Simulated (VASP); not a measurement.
# Al12N in VASP: notebook

Runs on Al12N. Level: PBE. Tasks: single point, relaxation of the atoms.

Everything below comes from runs of VASP 6.6.1. Logs are shortened: lines on timing, memory, paths and dates and some standing lists are left out, and cuts for length are marked.

## (1) The cell of the first run

The cell holds a slab with vacuum, 13 atoms: a = 5.714 Å, b = 5.714 Å, c = 19.675 Å, α = 90.00°, β = 90.00°, γ = 90.00°.

## (2) Single point, PBE

Contents of INCAR:

```
SYSTEM = Al12N
PREC = Accurate ; ENCUT = 520
EDIFF = 1E-7 ; ISMEAR = 0
SIGMA = 0.1 ; LREAL = .FALSE.
LASPH = .TRUE. ; NELM = 60
ALGO = Normal ; ISIF = 2
LWAVE = .FALSE. ; LCHARG = .FALSE.
LDIPOL = .TRUE. ; IDIPOL = 3
DIPOL = 0.5 0.5 0.320 ; GGA = PE
NBANDS = 32
```

Contents of KPOINTS:

```
regular mesh
0
G
  5 5 1
  0 0 0
```

Contents of POSCAR:

```
Al12N
1.0
    5.7135165839      0.0000000000      0.0000000000
    0.0000000000      5.7135165839      0.0000000000
    0.0000000000      0.0000000000     19.6746954090
Al N
12 1
Direct
    0.2500000000      0.2500000000      0.2033068323
    0.2500000000      0.7500000000      0.2033068323
    0.7500000000      0.2500000000      0.2033068323
    0.7500000000      0.7500000000      0.2033068323
    0.0000000000      0.0000000000      0.3092728581
    0.0000000000      0.5000000000      0.3092728581
    0.5000000000      0.0000000000      0.3092728581
    0.5000000000      0.5000000000      0.3092728581
    0.2500000000      0.2500000000      0.4154928571
    0.2500000000      0.7500000000      0.4154928571
    0.7500000000      0.2500000000      0.4154928571
    0.7500000000      0.7500000000      0.4154928571
    0.4166666667      0.5000000000      0.4440009078
```

Potentials or basis: VASP PAW PBE potentials, release 64 (Al, N).

The run is started by

```console
$ cat potpaw_PBE.64/Al/POTCAR potpaw_PBE.64/N/POTCAR > POTCAR
$ mpirun -np 1 vasp_std > vasp.out
```

OUTCAR:

```text
SYSTEM = Al12N
   PREC = Accurate
   ENCUT = 520
   EDIFF = 1E-7
   ISMEAR = 0
   LREAL = .FALSE.
   LASPH = .TRUE.
   NELM = 60
   ISIF = 2
   GGA = PE

 ion  position               nearest neighbor table
   1  0.250  0.250  0.203-   2 2.86   3 2.86   2 2.86   3 2.86   7 2.90   8 2.90   5 2.90   6 2.90

   2  0.250  0.750  0.203-   1 2.86   4 2.86   1 2.86   4 2.86   7 2.90   8 2.90   5 2.90   6 2.90

   3  0.750  0.250  0.203-   1 2.86   4 2.86   4 2.86   1 2.86   7 2.90   8 2.90   5 2.90   6 2.90

   4  0.750  0.750  0.203-   2 2.86   3 2.86   3 2.86   2 2.86   7 2.90   8 2.90   5 2.90   6 2.90

   5  0.000  0.000  0.309-   6 2.86   7 2.86   6 2.86   7 2.86   1 2.90   2 2.90   3 2.90   4 2.90
                            11 2.91  12 2.91   9 2.91  10 2.91
   6  0.000  0.500  0.309-   5 2.86   8 2.86   5 2.86   8 2.86   1 2.90   2 2.90   3 2.90   4 2.90
                            11 2.91  12 2.91   9 2.91  10 2.91
   7  0.500  0.000  0.309-   5 2.86   8 2.86   8 2.86   5 2.86   1 2.90   2 2.90   3 2.90   4 2.90
                            11 2.91  12 2.91   9 2.91  10 2.91
   8  0.500  0.500  0.309-   6 2.86   7 2.86   7 2.86   6 2.86   1 2.90   2 2.90   3 2.90   4 2.90
                            11 2.91  12 2.91   9 2.91  10 2.91
   9  0.250  0.250  0.415-  13 1.81  11 2.86  10 2.86  10 2.86  11 2.86   6 2.91   7 2.91   8 2.91
                             5 2.91
  10  0.250  0.750  0.415-  13 1.81  12 2.86   9 2.86   9 2.86  12 2.86   6 2.91   7 2.91   8 2.91
                             5 2.91
  11  0.750  0.250  0.415-  13 2.45  12 2.86   9 2.86  12 2.86   9 2.86   6 2.91   7 2.91   8 2.91
                             5 2.91
  12  0.750  0.750  0.415-  13 2.45  11 2.86  10 2.86  11 2.86  10 2.86   6 2.91   7 2.91   8 2.91
                             5 2.91
  13  0.417  0.500  0.444-   9 1.81  10 1.81  11 2.45  12 2.45

  LATTYP: Found a simple tetragonal cell.
 ALAT       =     5.7135165839
 C/A-ratio  =     3.4435351889

  Lattice vectors:

 A1 = (   5.7135165839,   0.0000000000,   0.0000000000)
 A2 = (   0.0000000000,   5.7135165839,   0.0000000000)
 A3 = (   0.0000000000,   0.0000000000,  19.6746954090)

Analysis of symmetry for initial positions (statically):
=====================================================================
 Subroutine PRICEL returns:
 Original cell was already a primitive cell.

 Routine SETGRP: Setting up the symmetry group for a
 simple tetragonal supercell.

 Subroutine GETGRP returns: Found  2 space group operations
 (whereof  2 operations were pure point group operations)
 out of a pool of 16 trial point group operations.

The static configuration has the point symmetry C_1h.

Analysis of symmetry for dynamics (positions and initial velocities):
=====================================================================
 Subroutine PRICEL returns:
 Original cell was already a primitive cell.

 Routine SETGRP: Setting up the symmetry group for a
 simple tetragonal supercell.

 Subroutine GETGRP returns: Found  2 space group operations
 (whereof  2 operations were pure point group operations)
 out of a pool of 16 trial point group operations.

The dynamic configuration has the point symmetry C_1h.

 Subroutine INISYM returns: Found  2 space group operations
 (whereof  2 operations are pure point group operations),
 and found     1 'primitive' translations

----------------------------------------------------------------------------------------

                                     Primitive cell

  volume of cell :     642.2661

  direct lattice vectors                    reciprocal lattice vectors
     5.713516584  0.000000000  0.000000000     0.175023558  0.000000000  0.000000000
     0.000000000  5.713516584  0.000000000     0.000000000  0.175023558  0.000000000
     0.000000000  0.000000000 19.674695409     0.000000000  0.000000000  0.050826708

  length of vectors
     5.713516584  5.713516584 19.674695409     0.175023558  0.175023558  0.050826708

  position of ions in fractional coordinates (direct lattice)
     0.250000000  0.250000000  0.203306832
     0.250000000  0.750000000  0.203306832
     0.750000000  0.250000000  0.203306832
     0.750000000  0.750000000  0.203306832
     0.000000000  0.000000000  0.309272858
     0.000000000  0.500000000  0.309272858
     0.500000000  0.000000000  0.309272858
     0.500000000  0.500000000  0.309272858
     0.250000000  0.250000000  0.415492857
     0.250000000  0.750000000  0.415492857
     0.750000000  0.250000000  0.415492857
     0.750000000  0.750000000  0.415492857
     0.416666667  0.500000000  0.444000908

  ion indices of the primitive-cell ions
   primitive index   ion index
                 1           1
                 2           2
                 3           3
                 4           4
                 5           5
                 6           6
                 7           7
                 8           8
                 9           9
[... 79 lines left out ...]
     AMIX     =   0.40;   BMIX     =  1.00
     AMIX_MAG =   1.60;   BMIX_MAG =  1.00
  volume/ion in A,a.u.               =      49.41       333.40
  Fermi-wavevector in a.u.,A,eV,Ry     =   0.654281  1.236412  5.824435  0.428084
  Thomas-Fermi vector in A             =   1.724790
   LORBIT       =      0    0 simple, 1 ext, 2 COOP (PROOUT), +10 PAW based schemes
   GGA     = PE    functional components
   LHFCALC =     F    Hartree Fock is set to
   AEXX    =    0.0000 exact exchange contribution
   IVDW    =     0    specifies the selected vdW correction
   LEPSILON=     F    determine dielectric tensor
   LRPA    =     F    only Hartree local field effects (RPA)
 non-spin polarized calculation
 Gauss-broadening in eV      SIGMA  =   0.10
  energy-cutoff  :      520.00
  volume of cell :      642.27
 maximum number of plane-waves:     17320
   NGX = 21   NGY = 21   NGZ = 73

 dipolmoment           0.000000      0.000000     -0.202762 electrons x Angstroem

 number of electron      41.0000000 magnetization

 dipolmoment           0.000000      0.000000      0.024989 electrons x Angstroem

 Free energy of the ion-electron system (eV)
  ---------------------------------------------------
  ext. energy  EPLUGINS =         0.00000000
  ---------------------------------------------------
  free energy    TOTEN  =       -49.41855379 eV

  energy without entropy =      -49.38843928  energy(sigma->0) =      -49.40349653

 E-fermi :  -0.3077     XC(G=0):  -4.2533

 val. band max:       -0.4092388336   @ k =   0.0000   0.2000   0.0000
 cond. band min:      -0.2946419362   @ k =   0.2000   0.0000   0.0000
 fundamental gap:      0.1145968975
 Fermi energy:        -0.3076855144

 k-point     1 :       0.0000    0.0000    0.0000
  band No.  band energies     occupation
      1     -15.2664      2.00000
      2     -10.3641      2.00000
      3      -8.0614      2.00000
      4      -6.7645      2.00000
      5      -6.5496      2.00000
      6      -6.0895      2.00000
[... 24 lines left out ...]
     31       2.5345      0.00000
     32       2.8032      0.00000

 k-point     2 :       0.2000    0.0000    0.0000
  band No.  band energies     occupation
      1     -15.2592      2.00000
      2     -10.2020      2.00000
      3      -8.0646      2.00000
      4      -7.5880      2.00000
      5      -6.6540      2.00000
      6      -6.1020      2.00000
[... 24 lines left out ...]
     31       2.7038      0.00000
     32       3.0976      0.00000
[... 208 lines left out ...]
     31       2.7254      0.00000
     32       3.2236      0.00000

 k-point     9 :       0.4000    0.4000    0.0000
  band No.  band energies     occupation
      1     -15.2298      2.00000
      2      -9.0719      2.00000
      3      -8.3816      2.00000
      4      -8.1044      2.00000
      5      -7.5220      2.00000
      6      -6.9705      2.00000
[... 24 lines left out ...]
     31       2.4831      0.00000
     32       2.9597      0.00000

------------------------ aborting loop because EDIFF is reached ----------------------------------------

 vacuum level on the upper side and lower side of the slab       (xc-potential included)         0.042        -0.138

  FORCE on cell =-STRESS in cart. coord.  units (eV):
  Direction    XX          YY          ZZ          XY          YZ          ZX
  --------------------------------------------------------------------------------------
  -------------------------------------------------------------------------------------
  Total       -6.7789737     -7.7321380     -0.2664619      0.0000000      0.0000000      0.8404696
  in kB      -16.9106200    -19.2883544     -0.6647078      0.0000000      0.0000000      2.0966097
  external PRESSURE =     -12.2878940 kB  Pullay stress =       0.0000000 kB

 VOLUME and BASIS-vectors are now :
 -----------------------------------------------------------------------------
  energy-cutoff  :      520.00
  volume of cell :      642.27
      direct lattice vectors                 reciprocal lattice vectors
     5.713516584  0.000000000  0.000000000     0.175023558  0.000000000  0.000000000
     0.000000000  5.713516584  0.000000000     0.000000000  0.175023558  0.000000000
     0.000000000  0.000000000 19.674695409     0.000000000  0.000000000  0.050826708

 POSITION                                       TOTAL-FORCE (eV/Angst)
 -----------------------------------------------------------------------------------
      1.42838      1.42838      4.00000        -0.075876     -0.080967      0.118106
      1.42838      4.28514      4.00000        -0.075876      0.080967      0.118106
      4.28514      1.42838      4.00000         0.083116     -0.100426      0.009701
      4.28514      4.28514      4.00000         0.083116      0.100426      0.009701
      0.00000      0.00000      6.08485        -0.017373      0.000000     -0.246627
      0.00000      2.85676      6.08485        -0.278075      0.000000     -0.154005
      2.85676      0.00000      6.08485         0.174234      0.000000      0.075302
      2.85676      2.85676      6.08485         0.147203      0.000000     -0.069116
      1.42838      1.42838      8.17470        -0.830889     -1.105690     -0.035014
      1.42838      4.28514      8.17470        -0.830889      1.105690     -0.035014
      4.28514      1.42838      8.17470        -0.041071     -0.023349      0.104289
      4.28514      4.28514      8.17470        -0.041071      0.023349      0.104289
      2.38063      2.85676      8.73558         1.703450      0.000000      0.000282
 -----------------------------------------------------------------------------------
    total drift:                               -0.000084      0.000000     -0.000008

  FREE ENERGIE OF THE ION-ELECTRON SYSTEM (eV)
  ---------------------------------------------------
  free  energy   TOTEN  =       -49.4185537857 eV

  energy  without entropy=      -49.3884392771  energy(sigma->0) =      -49.40349653

 vacuum level on the upper side and lower side of the slab         4.023         3.851
```

It took 12 min on 1 thread of Intel Xeon 8259CL, shared host; peak memory 0.63 GiB.

Results:

```yaml
Free_energy: -49.4186 eV
Largest_force: 1.703 eV/Å
Band_gap_on_the_k_mesh: zero (an odd number of electrons rules out a gap without spin polarisation)
```

Forces in eV/Å, atoms in the order of the input:
```
Al  -0.076 -0.081  0.118
Al  -0.076  0.081  0.118
Al   0.083 -0.100  0.010
Al   0.083  0.100  0.010
Al  -0.017  0.000 -0.247
Al  -0.278  0.000 -0.154
Al   0.174  0.000  0.075
Al   0.147  0.000 -0.069
Al  -0.831 -1.106 -0.035
Al  -0.831  1.106 -0.035
Al  -0.041 -0.023  0.104
Al  -0.041  0.023  0.104
N    1.703  0.000  0.000
```

Levels at points of the mesh, in eV from the Fermi level:
```csv
k point,band 17,band 18,band 19,band 20,band 21,band 22,band 23,band 24
"(0.00, 0.00, 0.00)",-1.77,-1.16,-0.91,-0.62,-0.52,-0.28,-0.16,0.57
```

## (3) Single point, PBE

Contents of INCAR:

```
SYSTEM = Al12N
PREC     = Accurate       ! precision mode
ENCUT    = 520            ! plane-wave cutoff, eV
EDIFF    = 1E-6           ! SCF threshold, eV
ISMEAR   = 0              ! smearing method
SIGMA    = 0.1            ! smearing width, eV
LREAL    = .FALSE.        ! projectors in reciprocal space
LASPH    = .TRUE.         ! aspherical terms in the spheres
NELM     = 80             ! most SCF steps
ALGO     = Normal         ! electronic algorithm
ISIF     = 2              ! what is computed and relaxed
LWAVE    = .FALSE.        ! write WAVECAR
LCHARG   = .TRUE.         ! write CHGCAR
LDIPOL   = .TRUE.       
IDIPOL   = 3            
DIPOL    = 0.5 0.5 0.321
GGA      = PE             ! functional
LELF     = .TRUE.         ! ELF
LVHAR    = .TRUE.       
LVACPOTAV= .TRUE.       
NBANDS   = 32             ! bands
```

KPOINTS is that of step 2.

Edit POSCAR of step 2 so:

```diff
@@ -20,2 +20,2 @@
     0.7500000000      0.7500000000      0.4154928571
-    0.4166666667      0.5000000000      0.4440009078
+    0.3333333333      0.5000000000      0.4653001805
```

Potentials or basis: VASP PAW PBE potentials, release 64 (Al, N).

The run is started by

```console
$ cat potpaw_PBE.64/Al/POTCAR potpaw_PBE.64/N/POTCAR > POTCAR
$ mpirun -np 1 vasp_std > vasp.out
```

Wall time 8.7 min (1 thread of Intel Xeon 8259CL, shared host); peak memory 0.64 GiB.

The run converged. Its results:

* Free energy: -48.8899 eV
* Largest force: 0.637 eV/Å
* Band gap on the k mesh: zero (an odd number of electrons rules out a gap without spin polarisation)

Forces on the atoms (eV/Å):
```
Al  -0.008 -0.153  0.082
Al  -0.008  0.153  0.082
Al   0.018  0.014  0.008
Al   0.018 -0.014  0.008
Al  -0.067  0.000 -0.093
Al  -0.199  0.000 -0.175
Al   0.133  0.000  0.105
Al   0.170  0.000 -0.209
Al  -0.309 -0.462  0.135
Al  -0.309  0.462  0.135
Al  -0.038 -0.082 -0.047
Al  -0.038  0.082 -0.047
N    0.636  0.000  0.015
```

Levels at points of the mesh, in eV from the Fermi level:
```csv
k point,band 16,band 17,band 18,band 19,band 20,band 21,band 22,band 23,band 24,band 25
"(0.00, 0.00, 0.00)",-1.75,-1.54,-1.05,-0.80,-0.51,-0.34,-0.23,-0.04,0.20,0.74
```

## (4) Relaxation of the atoms, PBE

Contents of INCAR:

```
SYSTEM = Al12N
ALGO     = Fast           ! electronic algorithm
DIPOL    = 0.5 0.5 0.320
EDIFF    = 1E-6           ! SCF threshold, eV
EDIFFG   = -0.025         ! ionic threshold
ENCUT    = 520            ! plane-wave cutoff, eV
GGA      = PE             ! functional
IBRION   = 2              ! ionic algorithm
IDIPOL   = 3            
ISIF     = 2              ! what is computed and relaxed
ISMEAR   = 0              ! smearing method
LASPH    = .True.         ! aspherical terms in the spheres
LCHARG   = .False.        ! write CHGCAR
LDIPOL   = .True.       
LREAL    = .False.        ! projectors in reciprocal space
LWAVE    = .False.        ! write WAVECAR
NELM     = 80             ! most SCF steps
NSW      = 36             ! ionic steps
PREC     = Accurate       ! precision mode
SIGMA    = 0.1            ! smearing width, eV
```

Contents of KPOINTS:

```
k-points
0
Gamma
  5 5 1
  0 0 0
```

Contents of POSCAR:

```
Al12N
1.0
    5.7135165839      0.0000000000      0.0000000000
    0.0000000000      5.7135165839      0.0000000000
    0.0000000000      0.0000000000     19.6746954090
Al N
12 1
Selective dynamics
Direct
    0.2500000000      0.2500000000      0.2033068323  F F F
    0.2500000000      0.7500000000      0.2033068323  F F F
    0.7500000000      0.2500000000      0.2033068323  F F F
    0.7500000000      0.7500000000      0.2033068323  F F F
    0.0000000000      0.0000000000      0.3092728581  F F F
    0.0000000000      0.5000000000      0.3092728581  F F F
    0.5000000000      0.0000000000      0.3092728581  F F F
    0.5000000000      0.5000000000      0.3092728581  F F F
    0.2500000000      0.2500000000      0.4154928571  F F F
    0.2500000000      0.7500000000      0.4154928571  F F F
    0.7500000000      0.2500000000      0.4154928571  F F F
    0.7500000000      0.7500000000      0.4154928571  F F F
    0.4166666667      0.5000000000      0.4429783337  F F T
```

The run is started by

```console
$ cat potpaw_PBE.64/Al/POTCAR potpaw_PBE.64/N/POTCAR > POTCAR
$ mpirun -np 1 vasp_std > vasp.out
```

It took 20 min on 1 thread of Oxide Virtual Turin-like, shared host; peak memory 0.65 GiB.

The run converged. Its results:

- Free energy: -49.4186 eV
- Energy gained by relaxing: 0.1 meV/atom
- Ionic steps: 5
- Band gap on the k mesh: zero (an odd number of electrons rules out a gap without spin polarisation)

Step by step:
```csv
step,energy change (eV),largest force on free atoms (eV/Å),pressure (GPa)
1,0.0000,0.0673,-1.19
2,-0.0002,0.0587,-1.19
3,-0.0006,0.0252,-1.21
4,-0.0004,0.0430,-1.25
5,-0.0007,0.0007,-1.23
```

Final structure:
```
CELL_PARAMETERS angstrom
5.71352 0.00000 0.00000
0.00000 5.71352 0.00000
0.00000 0.00000 19.67470
ATOMIC_POSITIONS crystal
Al 0.25000 0.25000 0.20331
Al 0.25000 0.75000 0.20331
Al 0.75000 0.25000 0.20331
Al 0.75000 0.75000 0.20331
Al 0.00000 0.00000 0.30927
Al 0.00000 0.50000 0.30927
Al 0.50000 0.00000 0.30927
Al 0.50000 0.50000 0.30927
Al 0.25000 0.25000 0.41549
Al 0.25000 0.75000 0.41549
Al 0.75000 0.25000 0.41549
Al 0.75000 0.75000 0.41549
N 0.41667 0.50000 0.44400
```

Levels at points of the mesh, in eV from the Fermi level:
```
           k point  band 18  band 19  band 20  band 21  band 22  band 23
(0.00, 0.00, 0.00)    -1.16    -0.91    -0.62    -0.52    -0.28    -0.16
```

## (5) The runs side by side

| task | cell | atoms held fixed (from 0) | atoms held along some axes (from 0) | gap on the mesh (eV) | largest force (eV/Å) |
| --- | --- | --- | --- | --- | --- |
| single point | as given, atomic positions A | - | - | none | 1.70 |
| single point | as given, atomic positions B | - | - | none | 0.64 |
| relaxation of the atoms | atoms relaxed, atomic positions C | [0, 1, 2, 3, 4, 5, 6, 7, 8, 9, 10, 11] | atom 12 along a and b | none | - |

Alike in all rows: level PBE; potentials or basis VASP PAW PBE potentials, release 64 (Al, N); no spin polarisation; k mesh 5 × 5 × 1; cutoff (eV) 520; smearing gaussian 0.1 eV.

Absolute energies hang on the potentials; compare differences alone.

The gap in the log of VASP goes by the Fermi energy; the results here count the filled bands.